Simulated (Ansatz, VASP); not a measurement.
**CdTe: VASP beside Ansatz**

The input INCAR:

```
PREC     = Accurate       # precision mode
ENCUT    = 520            # plane-wave cutoff, eV
EDIFF    = 1E-6           # SCF threshold, eV
ISMEAR   = -1             # smearing method
SIGMA    = 0.05           # smearing width, eV
LREAL    = F              # projectors in reciprocal space
LASPH    = T              # aspherical terms in the spheres
NELM     = 60             # most SCF steps
ALGO     = Normal         # electronic algorithm
ISIF     = 2              # what is computed and relaxed
LWAVE    = F              # write WAVECAR
LCHARG   = F              # write CHGCAR
GGA      = PS             # functional
NBANDS   = 16             # bands
```

File KPOINTS:

```
Automatic mesh
0
Gamma
  13 13 13
```

The input POSCAR:

```
CdTe
1.0
    3.7006232649      0.0000000000      0.0000000000
    0.0000000000      3.7006232649      0.0000000000
    0.0000000000      0.0000000000      3.7006232649
Cd Te
1 1
Direct
    0.0000000000      0.0000000000      0.0000000000
    0.5000000000      0.5000000000      0.5000000000
```

Input for Ansatz:

```yaml
crystal:
  lattice:
    - [3.7006232649, 0.0, 0.0]
    - [0.0, 3.7006232649, 0.0]
    - [0.0, 0.0, 3.7006232649]
  atoms:
    - { symbol: Cd, position: [0.0, 0.0, 0.0] }
    - { symbol: Te, position: [0.5, 0.5, 0.5] }
kpoints:
  mp_grid: { grid: [13, 13, 13] }
  band_path:
    path:
      - [0.0, 0.0, 0.0]
      - [0.0, 0.5, 0.0]
      - [0.5, 0.5, 0.0]
      - [0.0, 0.0, 0.0]
      - [0.5, 0.5, 0.5]
      - [0.0, 0.5, 0.0]
      - [0.5, 0.5, 0.5]
      - [0.5, 0.5, 0.0]
    npoints: 14
scf:
  occupations: { method: fermi_dirac, width: 0.05 }
hamiltonian:
  xc: pbesol
  pseudopotentials: { kind: all_electron, lapw: { basis_error: 0.001 } }
output:
  forces: true
  stress: true
  eigenvalues: true
  populations: true
  dos: { projected: true, de: 0.2, e_range: [-14, 8] }
```

Alike in both runs: task single point; functional PBEsol; k mesh 13 × 13 × 13; occupations fermi-dirac, width 0.05 eV; no spin polarisation.

|  | VASP | Ansatz |
| --- | --- | --- |
| version | VASP 6.6.1 | Ansatz 0.2.0 |
| potentials or method | VASP PAW PBE potentials, release 64 (Cd, Te), cutoff 520 eV | all-electron LAPW, scalar-relativistic |

```csv
,VASP,Ansatz,Ansatz less VASP
pressure (GPa),0.2,0.0,-0.21
```

VASP's potentials were made for PBE, not for PBEsol. Ansatz ran all-electron here, and VASP with PAW potentials.

Spin-orbit coupling is off throughout.
